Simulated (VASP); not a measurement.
# Si4Mo2N in VASP: relaxation of the atoms with PBE

Aim: the relaxation of the atoms of Si4Mo2N with PBE.

Program: VASP 6.6.1. These are calculated values, not measurements. Logs are shortened: lines on timing, memory, paths and dates and some standing lists are left out, and cuts for length are marked.

## 1. The cell of the first run

The cell holds a slab with vacuum, 7 atoms: a = 3.217 Å, b = 3.217 Å, c = 21.879 Å, α = 90.00°, β = 90.00°, γ = 90.00°.

## 2. Relaxation of the atoms, PBE

File INCAR:

```
PREC = Accurate
ENCUT = 520
EDIFF = 1E-7
ISMEAR = 0
SIGMA = 0.1
LREAL = False
LASPH = True
NELM = 60
ALGO = Fast
ISIF = 2
LWAVE = False
LCHARG = False
LDIPOL = True
IDIPOL = 3
DIPOL = 0.5 0.5 0.360
GGA = PE
IBRION = 2
NSW = 36
EDIFFG = -0.025
KPAR = 4
```

File KPOINTS:

```
regular mesh
0
Gamma
  8 8 1
```

File POSCAR:

```
Si4Mo2N
1.0
    3.2169717285      0.0000000000      0.0000000000
    0.0000000000      3.2169717285      0.0000000000
    0.0000000000      0.0000000000     21.8787970046
Si Mo N
4 2 1
Selective dynamics
Direct
    0.0000000000      0.0000000000      0.1828254085  F F F
    0.0000000000      0.0000000000      0.3015081460  F F F
    0.5000000000      0.5000000000      0.3593659936  F F F
    0.5000000000      0.5000000000      0.4743769505  F F F
    0.5000000000      0.5000000000      0.2421667772  F F F
    0.0000000000      0.0000000000      0.4192862006  F F F
    0.6250000000      0.7500000000      0.5384170347  F F T
```

Potentials or basis: VASP PAW PBE potentials, release 64 (Si, Mo_sv, N).

The run is started by

```
> cat potpaw_PBE.64/Si/POTCAR potpaw_PBE.64/Mo_sv/POTCAR potpaw_PBE.64/N/POTCAR > POTCAR
> mpirun -np 4 vasp_std > vasp.out
```

OUTCAR:

```text
PREC = Accurate
   ENCUT = 520
   EDIFF = 1E-7
   ISMEAR = 0
   LREAL = False
   LASPH = True
   NELM = 60
   ISIF = 2
   GGA = PE
   IBRION = 2
   NSW = 36
   EDIFFG = -0.025

 ion  position               nearest neighbor table
   1  0.000  0.000  0.183-   2 2.60   5 2.62   5 2.62   5 2.62   5 2.62
   2  0.000  0.000  0.302-   6 2.58   1 2.60   3 2.60   3 2.60   3 2.60   3 2.60   5 2.62   5 2.62
                             5 2.62   5 2.62
   3  0.500  0.500  0.359-   4 2.52   5 2.56   2 2.60   2 2.60   2 2.60   2 2.60   6 2.63   6 2.63
                             6 2.63   6 2.63
   4  0.500  0.500  0.474-   7 1.66   3 2.52   6 2.57   6 2.57   6 2.57   6 2.57
   5  0.500  0.500  0.242-   3 2.56   1 2.62   1 2.62   1 2.62   1 2.62   2 2.62   2 2.62   2 2.62
                             2 2.62
   6  0.000  0.000  0.419-   4 2.57   4 2.57   4 2.57   4 2.57   2 2.58   3 2.63   3 2.63   3 2.63
                             3 2.63
   7  0.625  0.750  0.538-   4 1.66

  LATTYP: Found a simple tetragonal cell.
 ALAT       =     3.2169717285
 C/A-ratio  =     6.8010535532

  Lattice vectors:

 A1 = (   3.2169717285,   0.0000000000,   0.0000000000)
 A2 = (   0.0000000000,   3.2169717285,   0.0000000000)
 A3 = (   0.0000000000,   0.0000000000,  21.8787970046)

Analysis of symmetry for initial positions (statically):
=====================================================================
 Subroutine PRICEL returns:
 Original cell was already a primitive cell.

 Routine SETGRP: Setting up the symmetry group for a
 simple tetragonal supercell.

 Subroutine GETGRP returns: Found  1 space group operations
 (whereof  1 operations were pure point group operations)
 out of a pool of 16 trial point group operations.

The static configuration has the point symmetry C_1 .

Analysis of symmetry for dynamics (positions and initial velocities):
=====================================================================
 Subroutine PRICEL returns:
 Original cell was already a primitive cell.

 Routine SETGRP: Setting up the symmetry group for a
 simple tetragonal supercell.

 Subroutine GETGRP returns: Found  1 space group operations
 (whereof  1 operations were pure point group operations)
 out of a pool of 16 trial point group operations.

The dynamic configuration has the point symmetry C_1 .

Analysis of constrained symmetry for selective dynamics:
=====================================================================
 Subroutine PRICEL returns:
 Original cell was already a primitive cell.

 Routine SETGRP: Setting up the symmetry group for a
 simple tetragonal supercell.

 Subroutine GETGRP returns: Found  1 space group operations
 (whereof  1 operations were pure point group operations)
 out of a pool of 16 trial point group operations.

The constrained configuration has the point symmetry C_1 .

 Subroutine INISYM returns: Found  1 space group operations
 (whereof  1 operations are pure point group operations),
 and found     1 'primitive' translations

----------------------------------------------------------------------------------------

                                     Primitive cell

  volume of cell :     226.4216

  direct lattice vectors                    reciprocal lattice vectors
     3.216971728  0.000000000  0.000000000     0.310851349  0.000000000  0.000000000
     0.000000000  3.216971728  0.000000000     0.000000000  0.310851349  0.000000000
     0.000000000  0.000000000 21.878797005     0.000000000  0.000000000  0.045706352

  length of vectors
     3.216971728  3.216971728 21.878797005     0.310851349  0.310851349  0.045706352

  position of ions in fractional coordinates (direct lattice)
     0.000000000  0.000000000  0.182825409
     0.000000000  0.000000000  0.301508146
     0.500000000  0.500000000  0.359365994
[... 111 lines left out ...]
   GGA     = PE    functional components
   LHFCALC =     F    Hartree Fock is set to
   AEXX    =    0.0000 exact exchange contribution
   IVDW    =     0    specifies the selected vdW correction
   LEPSILON=     F    determine dielectric tensor
   LRPA    =     F    only Hartree local field effects (RPA)
 conjugate gradient relaxation of ions
 non-spin polarized calculation
 RMM-DIIS sequential band-by-band and
 Gauss-broadening in eV      SIGMA  =   0.10
  energy-cutoff  :      520.00
  volume of cell :      226.42
 maximum number of plane-waves:      6156
   NGX = 11   NGY = 11   NGZ = 81

 dipolmoment           0.000000      0.000000     -0.404693 electrons x Angstroem

--------------------------------------- Ionic step        1  -------------------------------------------

 number of electron      49.0000006 magnetization

 Free energy of the ion-electron system (eV)
  ---------------------------------------------------
  ext. energy  EPLUGINS =         0.00000000
  ---------------------------------------------------
  free energy    TOTEN  =       -49.57617900 eV

  energy without entropy =      -49.54562099  energy(sigma->0) =      -49.56089999

------------------------ aborting loop because EDIFF is reached ----------------------------------------

  FORCE on cell =-STRESS in cart. coord.  units (eV):
  Direction    XX          YY          ZZ          XY          YZ          ZX
  --------------------------------------------------------------------------------------
  -------------------------------------------------------------------------------------
  Total       -0.4700583     -0.2977919     -0.5942388      0.2059955      1.4443357      0.1049480
  in kB       -3.3261696     -2.1071989     -4.2048806      1.4576404     10.2202329      0.7426203
  external PRESSURE =      -3.2127497 kB  Pullay stress =       0.0000000 kB

 VOLUME and BASIS-vectors are now :
 -----------------------------------------------------------------------------
  energy-cutoff  :      520.00
  volume of cell :      226.42
      direct lattice vectors                 reciprocal lattice vectors
     3.216971728  0.000000000  0.000000000     0.310851349  0.000000000  0.000000000
     0.000000000  3.216971728  0.000000000     0.000000000  0.310851349  0.000000000
     0.000000000  0.000000000 21.878797005     0.000000000  0.000000000  0.045706352

 POSITION                                       TOTAL-FORCE (eV/Angst)
 -----------------------------------------------------------------------------------
      0.00000      0.00000      4.00000        -0.001834      0.000077      0.574852
      0.00000      0.00000      6.59664        -0.001697      0.022281     -0.379651
      1.60849      1.60849      7.86250        -0.024896     -0.033688     -0.027545
      1.60849      1.60849     10.37880        -0.375459     -1.296068      0.767203
      1.60849      1.60849      5.29832         0.026130      0.004612     -0.315182
      0.00000      0.00000      9.17348         0.142716      0.137008     -0.326488
      2.01061      2.41273     11.77992         0.235040      1.165777     -0.293190
 -----------------------------------------------------------------------------------
    total drift:                               -0.000051     -0.000130      0.000157

  FREE ENERGIE OF THE ION-ELECTRON SYSTEM (eV)
  ---------------------------------------------------
  free  energy   TOTEN  =       -49.5761789975 eV

  energy  without entropy=      -49.5456209875  energy(sigma->0) =      -49.56089999

--------------------------------------- Ionic step        2  -------------------------------------------

 number of electron      49.0000006 magnetization

 dipolmoment           0.000000      0.000000      0.203817 electrons x Angstroem

 Free energy of the ion-electron system (eV)
  ---------------------------------------------------
  ext. energy  EPLUGINS =         0.00000000
  ---------------------------------------------------
  free energy    TOTEN  =       -49.57834360 eV

  energy without entropy =      -49.54725026  energy(sigma->0) =      -49.56279693

 E-fermi :   0.4981     XC(G=0):  -5.7496

 val. band max:        0.4671265189   @ k =   0.3750   0.0000   0.0000
 cond. band min:       0.5016863708   @ k =   0.5000   0.2500   0.0000
 fundamental gap:      0.0345598520
 Fermi energy:         0.4980725328

 k-point     1 :       0.0000    0.0000    0.0000
  band No.  band energies     occupation
      1     -59.9749      2.00000
      2     -59.9679      2.00000
      3     -34.1467      2.00000
      4     -34.1239      2.00000
      5     -34.0458      2.00000
      6     -34.0433      2.00000
[... 757 lines left out ...]
     28       2.4978      0.00000
     29       2.8718      0.00000

 [... further k-points ...]

------------------------ aborting loop because EDIFF is reached ----------------------------------------

 vacuum level on the upper side and lower side of the slab       (xc-potential included)         1.639        -1.837

  FORCE on cell =-STRESS in cart. coord.  units (eV):
  Direction    XX          YY          ZZ          XY          YZ          ZX
  --------------------------------------------------------------------------------------
  -------------------------------------------------------------------------------------
  Total       -0.3938373     -0.0997633     -0.1840493      0.2949172      1.7173976      0.2026583
  in kB       -2.7868235     -0.7059328     -1.3023476      2.0868572     12.1524406      1.4340260
  external PRESSURE =      -1.5983680 kB  Pullay stress =       0.0000000 kB

 VOLUME and BASIS-vectors are now :
 -----------------------------------------------------------------------------
  energy-cutoff  :      520.00
  volume of cell :      226.42
      direct lattice vectors                 reciprocal lattice vectors
     3.216971728  0.000000000  0.000000000     0.310851349  0.000000000  0.000000000
     0.000000000  3.216971728  0.000000000     0.000000000  0.310851349  0.000000000
     0.000000000  0.000000000 21.878797005     0.000000000  0.000000000  0.045706352

 POSITION                                       TOTAL-FORCE (eV/Angst)
 -----------------------------------------------------------------------------------
      0.00000      0.00000      4.00000        -0.000852      0.001337      0.575879
      0.00000      0.00000      6.59664        -0.001806      0.022836     -0.379549
      1.60849      1.60849      7.86250        -0.024994     -0.033676     -0.030773
      1.60849      1.60849     10.37880        -0.465167     -1.492790      0.489715
      1.60849      1.60849      5.29832         0.025561      0.003068     -0.316617
      0.00000      0.00000      9.17348         0.150595      0.129526     -0.329267
      2.01061      2.41273     11.76577         0.316664      1.369699     -0.009386
 -----------------------------------------------------------------------------------
    total drift:                               -0.000050     -0.000118      0.000284

  FREE ENERGIE OF THE ION-ELECTRON SYSTEM (eV)
  ---------------------------------------------------
  free  energy   TOTEN  =       -49.5783435987 eV

  energy  without entropy=      -49.5472502594  energy(sigma->0) =      -49.56279693

 reached required accuracy - stopping structural energy minimisation

 vacuum level on the upper side and lower side of the slab         8.553         4.988
```

Run time: 6.5 min. Hardware: 4 MPI ranks of Oxide Virtual Turin-like, shared host; peak memory 0.42 GiB.

Results:

```yaml
Free_energy: -49.5783 eV
Energy_gained_by_relaxing: 0.3 meV/atom
Ionic_steps: 2
Band_gap_on_the_k_mesh: zero (an odd number of electrons rules out a gap without spin polarisation)
```

Step by step:
| step | energy change (eV) | largest force on free atoms (eV/Å) | pressure (GPa) |
| --- | --- | --- | --- |
| 1 | 0.0000 | 0.2932 | -0.32 |
| 2 | -0.0022 | 0.0094 | -0.16 |

Final structure:
```
CELL_PARAMETERS angstrom
3.21697 0.00000 0.00000
0.00000 3.21697 0.00000
0.00000 0.00000 21.87880
ATOMIC_POSITIONS crystal
Si 0.00000 0.00000 0.18283
Si 0.00000 0.00000 0.30151
Si 0.50000 0.50000 0.35937
Si 0.50000 0.50000 0.47438
Mo 0.50000 0.50000 0.24217
Mo 0.00000 0.00000 0.41929
N 0.62500 0.75000 0.53777
```

Caveat: an odd number of electrons without spin polarisation forces a metal; a magnetic or distorted state may lie lower.

The gap in the log of VASP goes by the Fermi energy; the results here count the filled bands.